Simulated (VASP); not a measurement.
# CdSe (F-43m) in VASP: further runs

The runs below take CdSe through single point, with r2SCAN.

All numbers are computed with VASP 6.6.1; they aren't measurements. Logs are shortened: lines on timing, memory, paths and dates and some standing lists are left out, and cuts for length are marked.

## Step 1: The cell of the first run

The structure is cubic, space group F-43m (No. 216). The conventional cell has a = 6.196 Å, b = 6.196 Å, c = 6.196 Å, α = 90.00°, β = 90.00°, γ = 90.00°. Cd (site symmetry -43m) has 4 Se at 2.68 Å within 3.5 Å. Within 3.5 Å of Se (site symmetry -43m) lie 4 Cd at 2.68 Å.

## Step 2: Single point, r2SCAN (volume changed by +3%)

File POSCAR:

```
CdSe
1.0
    0.0000000000      3.0981570091      3.0981570091
    3.0981570091      0.0000000000      3.0981570091
    3.0981570091      3.0981570091      0.0000000000
Cd Se
1 1
Direct
    0.0000000000      0.0000000000      0.0000000000
    0.2500000000      0.2500000000      0.2500000000
```

File INCAR.step1:

```
SYSTEM = CdSe
PREC = Accurate
ENCUT = 520
ISMEAR = 0
SIGMA = 0.01
LREAL = .False.
LASPH = .True.
NELM = 60
NBANDS = 16
GGA = PE
ALGO = Normal
EDIFF = 1E-4
LWAVE = .True.
LCHARG = .False.
```

File INCAR.step2:

```
SYSTEM = CdSe
PREC = Accurate
ENCUT = 520
EDIFF = 1E-6
ISMEAR = 0
SIGMA = 0.01
LREAL = .False.
LASPH = .True.
NELM = 60
ALGO = Normal
ISIF = 2
LWAVE = .False.
LCHARG = .False.
METAGGA = R2SCAN
LMIXTAU = .True.
NBANDS = 16
ISTART = 1
```

File KPOINTS:

```
regular mesh
0
Gamma
  6 6 6
  0 0 0
```

Potentials or basis: VASP PAW PBE potentials, release 64 (Cd, Se).

Launch:

```bash
$ cat potpaw_PBE.64/Cd/POTCAR potpaw_PBE.64/Se/POTCAR > POTCAR
$ cp INCAR.step1 INCAR
$ mpirun -np 1 vasp_std > vasp.out
$ cp INCAR.step2 INCAR
$ mpirun -np 1 vasp_std > vasp.out
```

OUTCAR:

```text
SYSTEM = CdSe
   PREC = Accurate
   ENCUT = 520
   EDIFF = 1E-6
   ISMEAR = 0
   LREAL = .False.
   LASPH = .True.
   NELM = 60
   ISIF = 2
   METAGGA = R2SCAN
   ISTART = 1

 ion  position               nearest neighbor table
   1  0.000  0.000  0.000-   2 2.68   2 2.68   2 2.68   2 2.68
   2  0.250  0.250  0.250-   1 2.68   1 2.68   1 2.68   1 2.68

  LATTYP: Found a face centered cubic cell.
 ALAT       =     6.1963140182

  Lattice vectors:

 A1 = (   0.0000000000,   3.0981570091,   3.0981570091)
 A2 = (   3.0981570091,   0.0000000000,   3.0981570091)
 A3 = (   3.0981570091,   3.0981570091,   0.0000000000)

Analysis of symmetry for initial positions (statically):
=====================================================================
 Subroutine PRICEL returns:
 Original cell was already a primitive cell.

 Routine SETGRP: Setting up the symmetry group for a
 face centered cubic supercell.

 Subroutine GETGRP returns: Found 24 space group operations
 (whereof 24 operations were pure point group operations)
 out of a pool of 48 trial point group operations.

The static configuration has the point symmetry T_d .

Analysis of symmetry for dynamics (positions and initial velocities):
=====================================================================
 Subroutine PRICEL returns:
 Original cell was already a primitive cell.

 Routine SETGRP: Setting up the symmetry group for a
 face centered cubic supercell.

 Subroutine GETGRP returns: Found 24 space group operations
 (whereof 24 operations were pure point group operations)
 out of a pool of 48 trial point group operations.

The dynamic configuration has the point symmetry T_d .

 Subroutine INISYM returns: Found 24 space group operations
 (whereof 24 operations are pure point group operations),
 and found     1 'primitive' translations

----------------------------------------------------------------------------------------

                                     Primitive cell

  volume of cell :      59.4758

  direct lattice vectors                    reciprocal lattice vectors
     0.000000000  3.098157009  3.098157009    -0.161386269  0.161386269  0.161386269
     3.098157009  0.000000000  3.098157009     0.161386269 -0.161386269  0.161386269
     3.098157009  3.098157009  0.000000000     0.161386269  0.161386269 -0.161386269

  length of vectors
     4.381455661  4.381455661  4.381455661     0.279529217  0.279529217  0.279529217

  position of ions in fractional coordinates (direct lattice)
     0.000000000  0.000000000  0.000000000
     0.250000000  0.250000000  0.250000000

  ion indices of the primitive-cell ions
   primitive index   ion index
                 1           1
                 2           2

----------------------------------------------------------------------------------------

 KPOINTS: regular mesh

Automatic generation of k-mesh.
 Grid dimensions read from file:
 generate k-points for:    6    6    6

 Generating k-lattice:

  Cartesian coordinates                     Fractional coordinates (reciprocal lattice)
    -0.026897711  0.026897711  0.026897711     0.166666667  0.000000000  0.000000000
     0.026897711 -0.026897711  0.026897711     0.000000000  0.166666667  0.000000000
     0.026897711  0.026897711 -0.026897711     0.000000000  0.000000000  0.166666667

  Length of vectors
     0.046588203  0.046588203  0.046588203

  Shift w.r.t. Gamma in fractional coordinates (k-lattice)
     0.000000000  0.000000000  0.000000000

 Subroutine IBZKPT returns following result:
 ===========================================

 Found     16 irreducible k-points:

 Following reciprocal coordinates:
            Coordinates               Weight
  0.000000  0.000000  0.000000      1.000000
  0.166667  0.000000  0.000000      8.000000
  0.333333  0.000000  0.000000      8.000000
  0.500000  0.000000  0.000000      4.000000
  0.166667  0.166667  0.000000      6.000000
  0.333333  0.166667  0.000000     24.000000
[... 8 lines left out ...]
 -0.333333  0.333333  0.166667     24.000000
 -0.333333  0.500000  0.166667     12.000000
   k-points           NKPTS =     16   k-points in BZ     NKDIM =     16   number of bands    NBANDS=     16
   number of dos      NEDOS =    301   number of ions     NIONS =      2
   total plane-waves  NPLWV =  46656
   dimension x,y,z NGX =    36 NGY =   36 NGZ =   36
   dimension x,y,z NGXF=    72 NGYF=   72 NGZF=   72
   ions per type =               1   1
   NGX,Y,Z   is equivalent  to a cutoff of  13.66, 13.66, 13.66 a.u.
   NGXF,Y,Z  is equivalent  to a cutoff of  27.32, 27.32, 27.32 a.u.
 SYSTEM =  CdSe
   PREC   = accura    normal or accurate (medium, high low for compatibility)
   ISTART =      1    job   : 0-new  1-cont  2-samecut
   ICHARG =      0    charge: 1-file 2-atom 10-const
   ISPIN  =      1    spin polarized calculation?
   LNONCOLLINEAR =      F non collinear calculations
   LSORBIT =      F    spin-orbit coupling
   LASPH  =      T    aspherical Exc in radial PAW
   ENCUT  =  520.0 eV  38.22 Ry    6.18 a.u.   8.15  8.15  8.15*2*pi/ulx,y,z
   NELM   =     60;   NELMIN=  2; NELMDL=  0     # of ELM steps
   EDIFF  = 0.1E-05   stopping-criterion for ELM
   LREAL  =      F    real-space projection
   EDIFFG = 0.1E-04   stopping-criterion for IOM
   NSW    =      0    number of steps for IOM
   IBRION =     -1    ionic relax: 0-MD 1-quasi-New 2-CG
   NFREE  =      0    steps in history (QN), initial steepest desc. (CG)
   ISIF   =      2    stress and relaxation
   ISYM   =      2    0-nonsym 1-usesym 2-fastsym
   POTIM  = 0.5000    time-step for ionic-motion
   TEBEG  =    0.0;   TEEND  =   0.0 temperature during run
   PSTRESS=    0.0 pullay stress
   NELECT =      18.0000    total number of electrons
   NUPDOWN=      -1.0000    fix difference up-down
   EMIN   =  10.00;   EMAX   =-10.00  energy-range for DOS
   EFERMI =   0.00;   METHOD = LEGACY
   ISMEAR =     0;   SIGMA  =   0.01  broadening in eV -4-tet -1-fermi 0-gaus
   EFERMI_NEDOS =   21; number of points for ismear=-14 and -15
   IALGO  =     38    algorithm
   IMIX   =      4    mixing-type and parameters
     AMIX     =   0.40;   BMIX     =  1.00
     AMIX_MAG =   1.60;   BMIX_MAG =  1.00
  volume/ion in A,a.u.               =      29.74       200.68
  Fermi-wavevector in a.u.,A,eV,Ry     =   1.099138  2.077070 16.437259  1.208104
  Thomas-Fermi vector in A             =   2.235528
   LORBIT       =      0    0 simple, 1 ext, 2 COOP (PROOUT), +10 PAW based schemes
   METAGGA = R2SCAN    functional components
   LHFCALC =     F    Hartree Fock is set to
   AEXX    =    0.0000 exact exchange contribution
   IVDW    =     0    specifies the selected vdW correction
   LEPSILON=     F    determine dielectric tensor
   LRPA    =     F    only Hartree local field effects (RPA)
 non-spin polarized calculation
 Gauss-broadening in eV      SIGMA  =   0.01
  energy-cutoff  :      520.00
  volume of cell :       59.48
 maximum number of plane-waves:      1639
 NGX is ok and might be reduce to    36
   NGX = 17   NGY = 17   NGZ = 17

 number of electron      18.0000000 magnetization

 Free energy of the ion-electron system (eV)
  ---------------------------------------------------
  ext. energy  EPLUGINS =         0.00000000
  ---------------------------------------------------
  free energy    TOTEN  =       -35.90716064 eV

  energy without entropy =      -35.90716064  energy(sigma->0) =      -35.90716064

 E-fermi :   0.3208     XC(G=0):  -9.1626

 val. band max:        0.2176322503   @ k =   0.0000   0.0000   0.0000
 cond. band min:       1.1764024899   @ k =   0.0000   0.0000   0.0000
 fundamental gap:      0.9587702396
 Fermi energy:         0.3208221621

 k-point     1 :       0.0000    0.0000    0.0000
  band No.  band energies     occupation
      1     -12.4936      2.00000
      2      -7.7832      2.00000
      3      -7.7832      2.00000
      4      -7.7832      2.00000
      5      -7.4427      2.00000
      6      -7.4427      2.00000
[... 8 lines left out ...]
     15      11.7373      0.00000
     16      11.7373      0.00000

 k-point     2 :       0.1667    0.0000    0.0000
  band No.  band energies     occupation
      1     -12.4113      2.00000
      2      -7.7573      2.00000
      3      -7.7573      2.00000
      4      -7.6952      2.00000
      5      -7.4431      2.00000
      6      -7.4431      2.00000
[... 8 lines left out ...]
     15      10.7708      0.00000
     16      11.0801      0.00000

 k-point     3 :       0.3333    0.0000    0.0000
  band No.  band energies     occupation
      1     -12.2448      2.00000
      2      -7.7135      2.00000
      3      -7.7135      2.00000
      4      -7.4338      2.00000
      5      -7.4338      2.00000
      6      -7.4155      2.00000
[... 8 lines left out ...]
     15      11.2198      0.00000
     16      11.2198      0.00000

 k-point     4 :       0.5000    0.0000    0.0000
  band No.  band energies     occupation
      1     -12.1609      2.00000
      2      -7.6971      2.00000
      3      -7.6971      2.00000
      4      -7.4225      2.00000
      5      -7.4225      2.00000
      6      -7.1787      2.00000
[... 8 lines left out ...]
     15      12.8283      0.00000
     16      12.8283      0.00000
[... 172 lines left out ...]
 k-point    14 :       0.5000    0.3333    0.1667
  band No.  band energies     occupation
      1     -12.1372      2.00000
      2      -7.6504      2.00000
      3      -7.6413      2.00000
      4      -7.4982      2.00000
      5      -7.4190      2.00000
      6      -7.2213      2.00000
[... 8 lines left out ...]
     15      12.7768      0.00000
     16      13.7594      0.00000

 k-point    15 :      -0.3333    0.3333    0.1667
  band No.  band energies     occupation
      1     -12.0830      2.00000
      2      -7.6411      2.00000
      3      -7.6196      2.00000
      4      -7.4691      2.00000
      5      -7.4319      2.00000
      6      -7.0605      2.00000
[... 8 lines left out ...]
     15      12.5381      0.00000
     16      13.6571      0.00000

 k-point    16 :      -0.3333    0.5000    0.1667
  band No.  band energies     occupation
      1     -12.0567      2.00000
      2      -7.6062      2.00000
      3      -7.5970      2.00000
      4      -7.4986      2.00000
      5      -7.4176      2.00000
      6      -7.0373      2.00000
[... 8 lines left out ...]
     15      13.4742      0.00000
     16      13.6354      0.00000

------------------------ aborting loop because EDIFF is reached ----------------------------------------

  FORCE on cell =-STRESS in cart. coord.  units (eV):
  Direction    XX          YY          ZZ          XY          YZ          ZX
  --------------------------------------------------------------------------------------
  -------------------------------------------------------------------------------------
  Total       -0.4649028     -0.4649028     -0.4649028     -0.0000000      0.0000000      0.0000000
  in kB      -12.5236946    -12.5236946    -12.5236946     -0.0000000      0.0000000      0.0000000
  external PRESSURE =     -12.5236946 kB  Pullay stress =       0.0000000 kB

 VOLUME and BASIS-vectors are now :
 -----------------------------------------------------------------------------
  energy-cutoff  :      520.00
  volume of cell :       59.48
      direct lattice vectors                 reciprocal lattice vectors
     0.000000000  3.098157009  3.098157009    -0.161386269  0.161386269  0.161386269
     3.098157009  0.000000000  3.098157009     0.161386269 -0.161386269  0.161386269
     3.098157009  3.098157009  0.000000000     0.161386269  0.161386269 -0.161386269

 POSITION                                       TOTAL-FORCE (eV/Angst)
 -----------------------------------------------------------------------------------
      0.00000      0.00000      0.00000        -0.000000     -0.000000     -0.000000
      1.54908      1.54908      1.54908         0.000000      0.000000      0.000000
 -----------------------------------------------------------------------------------
    total drift:                               -0.000000     -0.000000     -0.000000

  FREE ENERGIE OF THE ION-ELECTRON SYSTEM (eV)
  ---------------------------------------------------
  free  energy   TOTEN  =       -35.9071606434 eV

  energy  without entropy=      -35.9071606434  energy(sigma->0) =      -35.90716064
```

Run time: 36 s. Hardware: 1 thread of Intel Xeon 6975P-C (Granite Rapids), shared host; peak memory 0.21 GiB.

Results:

* Free energy: -35.9072 eV
* Pressure: -1.3 GPa
* Band gap on the k mesh: 0.96 eV, direct

Caveat: the PAW data sets were made with another functional, which shifts forces and pressure a little.

## Step 3: Single point, r2SCAN (volume changed by +6%)

File POSCAR:

```
CdSe
1.0
    0.0000000000      3.1279488080      3.1279488080
    3.1279488080      0.0000000000      3.1279488080
    3.1279488080      3.1279488080      0.0000000000
Cd Se
1 1
Direct
    0.0000000000      0.0000000000      0.0000000000
    0.2500000000      0.2500000000      0.2500000000
```

File INCAR.step1:

```
PREC = Accurate
ENCUT = 520
ISMEAR = 0
SIGMA = 0.01
LREAL = False
LASPH = True
NELM = 60
NBANDS = 16
GGA = PE
ALGO = Normal
EDIFF = 1E-4
LWAVE = True
LCHARG = False
```

File INCAR.step2:

```
PREC = Accurate
ENCUT = 520
EDIFF = 1E-7
ISMEAR = 0
SIGMA = 0.01
LREAL = False
LASPH = True
NELM = 60
ALGO = Normal
ISIF = 2
LWAVE = False
LCHARG = True
METAGGA = R2SCAN
LMIXTAU = True
LELF = True
LVHAR = True
NBANDS = 16
ISTART = 1
```

File KPOINTS:

```
Automatic mesh
0
Gamma
  6 6 6
```

Potentials or basis: VASP PAW PBE potentials, release 64 (Cd, Se).

Launch:

```bash
$ cat potpaw_PBE.64/Cd/POTCAR potpaw_PBE.64/Se/POTCAR > POTCAR
$ cp INCAR.step1 INCAR
$ mpirun -np 1 vasp_std > vasp.out
$ cp INCAR.step2 INCAR
$ mpirun -np 1 vasp_std > vasp.out
```

Wall time 50 s (1 thread of Intel Xeon 6975P-C (Granite Rapids), shared host); peak memory 0.21 GiB.

The run converged. Its results:

```
Free energy            : -35.8869 eV
Pressure               : -2.5 GPa
Band gap on the k mesh : 0.89 eV, direct
```

Levels at points of the mesh, in eV from the valence-band top:
| k point | band 7 | band 8 | band 9 | band 10 | band 11 | band 12 |
| --- | --- | --- | --- | --- | --- | --- |
| (0.00, 0.00, 0.00) | 0.00 | 0.00 | 0.00 | 0.89 | 6.45 | 6.45 |
| (0.50, 0.00, 0.00) | -3.94 | -0.64 | -0.64 | 2.73 | 6.89 | 6.89 |
| (0.50, 0.50, 0.00) | -3.71 | -1.61 | -1.61 | 3.59 | 4.05 | 9.26 |

Caveat: the PAW data sets were made with another functional, which shifts forces and pressure a little.
